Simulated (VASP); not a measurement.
# Rh (Pm-3m) in VASP: further runs, part 2 of 2

VASP 6.6.1.

## (4) Single point, RPBE (volume scaled by 0.92)

Contents of INCAR:

```
PREC = Accurate
ENCUT = 520
EDIFF = 1E-6
ISMEAR = -1
SIGMA = 0.1
LREAL = F
LASPH = T
NELM = 80
ALGO = Normal
ISIF = 2
LWAVE = F
LCHARG = T
GGA = RP
LELF = T
LVHAR = T
NBANDS = 14
```

Contents of KPOINTS:

```
Automatic mesh
0
Gamma
  14 14 14
```

Contents of POSCAR:

```
Rh
1.0
    2.4859979061      0.0000000000      0.0000000000
    0.0000000000      2.4859979061      0.0000000000
    0.0000000000      0.0000000000      2.4859979061
Rh
1
Direct
    0.0000000000      0.0000000000      0.0000000000
```

Potentials or basis: VASP PAW PBE potentials, release 64 (Rh_pv).

On the command line:

```bash
$ cat potpaw_PBE.64/Rh_pv/POTCAR > POTCAR
$ mpirun -np 1 vasp_std > vasp.out
```

OUTCAR:

```text
PREC = Accurate
   ENCUT = 520
   EDIFF = 1E-6
   ISMEAR = -1
   LREAL = F
   LASPH = T
   NELM = 80
   ISIF = 2
   GGA = RP

 ion  position               nearest neighbor table
   1  0.000  0.000  0.000-

  LATTYP: Found a simple cubic cell.
 ALAT       =     2.4859979061

  Lattice vectors:

 A1 = (   2.4859979061,   0.0000000000,   0.0000000000)
 A2 = (   0.0000000000,   2.4859979061,   0.0000000000)
 A3 = (   0.0000000000,   0.0000000000,   2.4859979061)

Analysis of symmetry for initial positions (statically):
=====================================================================
 Subroutine PRICEL returns:
 Original cell was already a primitive cell.

 Routine SETGRP: Setting up the symmetry group for a
 simple cubic supercell.

 Subroutine GETGRP returns: Found 48 space group operations
 (whereof 48 operations were pure point group operations)
 out of a pool of 48 trial point group operations.

The static configuration has the point symmetry O_h .

Analysis of symmetry for dynamics (positions and initial velocities):
=====================================================================
 Subroutine PRICEL returns:
 Original cell was already a primitive cell.

 Routine SETGRP: Setting up the symmetry group for a
 simple cubic supercell.

 Subroutine GETGRP returns: Found 48 space group operations
 (whereof 48 operations were pure point group operations)
 out of a pool of 48 trial point group operations.

The dynamic configuration has the point symmetry O_h .

 Subroutine INISYM returns: Found 48 space group operations
 (whereof 48 operations are pure point group operations),
 and found     1 'primitive' translations

----------------------------------------------------------------------------------------

                                     Primitive cell

  volume of cell :      15.3639

  direct lattice vectors                    reciprocal lattice vectors
     2.485997906  0.000000000  0.000000000     0.402252953  0.000000000  0.000000000
     0.000000000  2.485997906  0.000000000     0.000000000  0.402252953  0.000000000
     0.000000000  0.000000000  2.485997906     0.000000000  0.000000000  0.402252953

  length of vectors
     2.485997906  2.485997906  2.485997906     0.402252953  0.402252953  0.402252953

  position of ions in fractional coordinates (direct lattice)
     0.000000000  0.000000000  0.000000000

  ion indices of the primitive-cell ions
   primitive index   ion index
                 1           1

----------------------------------------------------------------------------------------

 KPOINTS: Automatic mesh

Automatic generation of k-mesh.
 Grid dimensions read from file:
 generate k-points for:   14   14   14

 Generating k-lattice:

  Cartesian coordinates                     Fractional coordinates (reciprocal lattice)
     0.028732354  0.000000000  0.000000000     0.071428571  0.000000000  0.000000000
     0.000000000  0.028732354  0.000000000     0.000000000  0.071428571  0.000000000
     0.000000000  0.000000000  0.028732354     0.000000000  0.000000000  0.071428571

  Length of vectors
     0.028732354  0.028732354  0.028732354

  Shift w.r.t. Gamma in fractional coordinates (k-lattice)
     0.000000000  0.000000000  0.000000000

 Subroutine IBZKPT returns following result:
 ===========================================

 Found    120 irreducible k-points:

 Following reciprocal coordinates:
            Coordinates               Weight
  0.000000  0.000000  0.000000      1.000000
  0.071429  0.000000  0.000000      6.000000
  0.142857  0.000000  0.000000      6.000000
  0.214286  0.000000  0.000000      6.000000
  0.285714  0.000000  0.000000      6.000000
  0.357143  0.000000  0.000000      6.000000
[... 16 lines left out ...]
  0.285714  0.214286  0.000000     24.000000
  0.357143  0.214286  0.000000     24.000000
 [... further k-points ...]
   k-points           NKPTS =    120   k-points in BZ     NKDIM =    120   number of bands    NBANDS=     14
   number of dos      NEDOS =    301   number of ions     NIONS =      1
   total plane-waves  NPLWV =   5832
   dimension x,y,z NGX =    18 NGY =   18 NGZ =   18
   dimension x,y,z NGXF=    36 NGYF=   36 NGZF=   36
   ions per type =               1
   NGX,Y,Z   is equivalent  to a cutoff of  12.04, 12.04, 12.04 a.u.
   NGXF,Y,Z  is equivalent  to a cutoff of  24.07, 24.07, 24.07 a.u.
 SYSTEM =  unknown system
   PREC   = accura    normal or accurate (medium, high low for compatibility)
   ISTART =      0    job   : 0-new  1-cont  2-samecut
   ICHARG =      2    charge: 1-file 2-atom 10-const
   ISPIN  =      1    spin polarized calculation?
   LNONCOLLINEAR =      F non collinear calculations
   LSORBIT =      F    spin-orbit coupling
   LASPH  =      T    aspherical Exc in radial PAW
   ENCUT  =  520.0 eV  38.22 Ry    6.18 a.u.   4.62  4.62  4.62*2*pi/ulx,y,z
   NELM   =     80;   NELMIN=  2; NELMDL= -5     # of ELM steps
   EDIFF  = 0.1E-05   stopping-criterion for ELM
   LREAL  =      F    real-space projection
   EDIFFG = 0.1E-04   stopping-criterion for IOM
   NSW    =      0    number of steps for IOM
   IBRION =     -1    ionic relax: 0-MD 1-quasi-New 2-CG
   NFREE  =      0    steps in history (QN), initial steepest desc. (CG)
   ISIF   =      2    stress and relaxation
   ISYM   =      2    0-nonsym 1-usesym 2-fastsym
   POTIM  = 0.5000    time-step for ionic-motion
   TEBEG  =    0.0;   TEEND  =   0.0 temperature during run
   PSTRESS=    0.0 pullay stress
   NELECT =      15.0000    total number of electrons
   NUPDOWN=      -1.0000    fix difference up-down
   EMIN   =  10.00;   EMAX   =-10.00  energy-range for DOS
   EFERMI =   0.00;   METHOD = LEGACY
   ISMEAR =    -1;   SIGMA  =   0.10  broadening in eV -4-tet -1-fermi 0-gaus
   EFERMI_NEDOS =   21; number of points for ismear=-14 and -15
   IALGO  =     38    algorithm
   IMIX   =      4    mixing-type and parameters
     AMIX     =   0.40;   BMIX     =  1.00
     AMIX_MAG =   1.60;   BMIX_MAG =  1.00
  volume/ion in A,a.u.               =      15.36       103.68
  Fermi-wavevector in a.u.,A,eV,Ry     =   1.624069  3.069046 35.886731  2.637600
  Thomas-Fermi vector in A             =   2.717416
   LORBIT       =      0    0 simple, 1 ext, 2 COOP (PROOUT), +10 PAW based schemes
   GGA     = RP    functional components
   LHFCALC =     F    Hartree Fock is set to
   AEXX    =    0.0000 exact exchange contribution
   IVDW    =     0    specifies the selected vdW correction
   LEPSILON=     F    determine dielectric tensor
   LRPA    =     F    only Hartree local field effects (RPA)
 non-spin polarized calculation
  energy-cutoff  :      520.00
  volume of cell :       15.36
 maximum number of plane-waves:       437
   NGX =  9   NGY =  9   NGZ =  9

 number of electron      14.9999998 magnetization

 Free energy of the ion-electron system (eV)
  ---------------------------------------------------
  ext. energy  EPLUGINS =         0.00000000
  ---------------------------------------------------
  free energy    TOTEN  =        -5.82858924 eV

  energy without entropy =       -5.77809425  energy(sigma->0) =       -5.80334175

 E-fermi :  10.2410     XC(G=0): -13.0595

 val. band max:       10.2338495035   @ k =   0.4286   0.2143   0.0714
 cond. band min:      10.2553158339   @ k =   0.5000   0.2143   0.0714
 fundamental gap:      0.0214663304
 Fermi energy:        10.2409831887

 k-point     1 :       0.0000    0.0000    0.0000
  band No.  band energies     occupation
      1     -35.8541      2.00000
      2     -35.8541      2.00000
      3     -35.8541      2.00000
      4       3.1539      2.00000
      5       4.7298      2.00000
      6       4.7298      2.00000
      7      11.0605      0.00055
      8      11.0605      0.00055
      9      11.0605      0.00055
     10      27.5276      0.00000
     11      27.5276      0.00000
     12      27.5276      0.00000
     13      31.3865      0.00000
     14      35.1903      0.00000

 k-point     2 :       0.0714    0.0000    0.0000
  band No.  band energies     occupation
      1     -35.8977      2.00000
      2     -35.8505      2.00000
      3     -35.8505      2.00000
      4       3.3071      2.00000
      5       4.7609      2.00000
      6       4.8773      2.00000
      7      10.9223      0.00220
      8      10.9223      0.00220
      9      11.0712      0.00050
     10      26.5067      0.00000
[... 362 lines left out ...]
 k-point    24 :       0.3571    0.2143    0.0000
  band No.  band energies     occupation
      1     -36.5065      2.00000
      2     -36.1200      2.00000
      3     -35.7665      2.00000
      4       5.5469      2.00000
      5       6.2157      2.00000
      6       7.6101      2.00000
      7       9.2855      1.99986
      8      10.3356      0.55949
      9      10.7327      0.01454
     10      19.4578      0.00000
     11      26.0080      0.00000
     12      30.1182      0.00000
     13      31.3905      0.00000
     14      34.1557      0.00000

 [... further k-points ...]
[... 5 lines left out ...]
  --------------------------------------------------------------------------------------
  -------------------------------------------------------------------------------------
  Total        1.6411316      1.6411316      1.6411316      0.0000000      0.0000000      0.0000000
  in kB      171.1400725    171.1400725    171.1400725      0.0000000      0.0000000      0.0000000
  external PRESSURE =     171.1400725 kB  Pullay stress =       0.0000000 kB

 VOLUME and BASIS-vectors are now :
 -----------------------------------------------------------------------------
  energy-cutoff  :      520.00
  volume of cell :       15.36
      direct lattice vectors                 reciprocal lattice vectors
     2.485997906  0.000000000  0.000000000     0.402252953  0.000000000  0.000000000
     0.000000000  2.485997906  0.000000000     0.000000000  0.402252953  0.000000000
     0.000000000  0.000000000  2.485997906     0.000000000  0.000000000  0.402252953

 POSITION                                       TOTAL-FORCE (eV/Angst)
 -----------------------------------------------------------------------------------
      0.00000      0.00000      0.00000         0.000000      0.000000      0.000000
 -----------------------------------------------------------------------------------
    total drift:                                0.000000      0.000000     -0.000000

  FREE ENERGIE OF THE ION-ELECTRON SYSTEM (eV)
  ---------------------------------------------------
  free  energy   TOTEN  =        -5.8285892448 eV

  energy  without entropy=       -5.7780942478  energy(sigma->0) =       -5.80334175
```

OSZICAR:

```text
N       E                     dE             d eps       ncg     rms          rms(c)
DAV:   1     0.125923364610E+03    0.12592E+03   -0.88452E+03  3374   0.112E+03
DAV:   2    -0.437147417198E+01   -0.13029E+03   -0.12404E+03  3618   0.339E+02
DAV:   3    -0.605262506600E+01   -0.16812E+01   -0.16768E+01  4122   0.429E+01
DAV:   4    -0.606044743575E+01   -0.78224E-02   -0.78208E-02  3858   0.296E+00
DAV:   5    -0.606053162900E+01   -0.84193E-04   -0.84190E-04  4174   0.278E-01    0.857E+00
DAV:   6    -0.583416658402E+01    0.22637E+00   -0.40535E-01  3750   0.855E+00    0.377E+00
DAV:   7    -0.582953729853E+01    0.46293E-02   -0.14336E-02  3906   0.102E+00    0.183E+00
DAV:   8    -0.582863547576E+01    0.90182E-03   -0.22845E-03  3786   0.575E-01    0.825E-02
DAV:   9    -0.582858826253E+01    0.47213E-04   -0.74921E-05  4020   0.118E-01    0.184E-02
DAV:  10    -0.582858966873E+01   -0.14062E-05   -0.42168E-06  3870   0.234E-02    0.624E-03
DAV:  11    -0.582858924479E+01    0.42394E-06   -0.41105E-08  2214   0.247E-03
   1 F= -.58285892E+01 E0= -.58033417E+01  d E =-.504950E-01
```

Wall time 8.2 s (1 thread of AMD EPYC 9R45 (Zen 5), shared host); peak memory 0.1 GiB.

Results:

| Quantity | Value |
| --- | --- |
| Free energy | -5.8286 eV |
| Pressure | 17.1 GPa |

Levels at points of the mesh, in eV from the Fermi level:
```
           k point  band 4  band 5  band 6  band 7  band 8  band 9  band 10  band 11
(0.00, 0.00, 0.00)   -7.09   -5.51   -5.51    0.82    0.82    0.82    17.29    17.29
(0.50, 0.00, 0.00)   -4.84   -4.58   -1.48   -1.48   -0.13    1.04     6.64    17.62
(0.50, 0.50, 0.00)   -6.06   -3.90   -1.04   -1.04    2.51    5.82     5.82    13.63
(0.50, 0.50, 0.50)   -4.83   -4.83   -4.83    2.66    2.66   10.05    12.69    12.69
```

Caveat: the PAW data sets were made with another functional, which shifts forces and pressure a little.

## (5) Summary

```tsv
cell	k mesh	gap on the mesh (eV)	pressure (GPa)
a = 2.556 Å, 1 atom	13 × 13 × 13	none	0.1
a = 2.449 Å, 1 atom	14 × 14 × 14	none	29.4
a = 2.486 Å, 1 atom	14 × 14 × 14	none	17.1
```

Alike in all rows: task single point; level RPBE; potentials or basis VASP PAW PBE potentials, release 64 (Rh_pv); no spin polarisation; cutoff (eV) 520; smearing fermi-dirac 0.1 eV.

Caveats: the PAW data sets were made with another functional, which shifts forces and pressure a little.

Absolute energies hang on the potentials; compare differences alone.
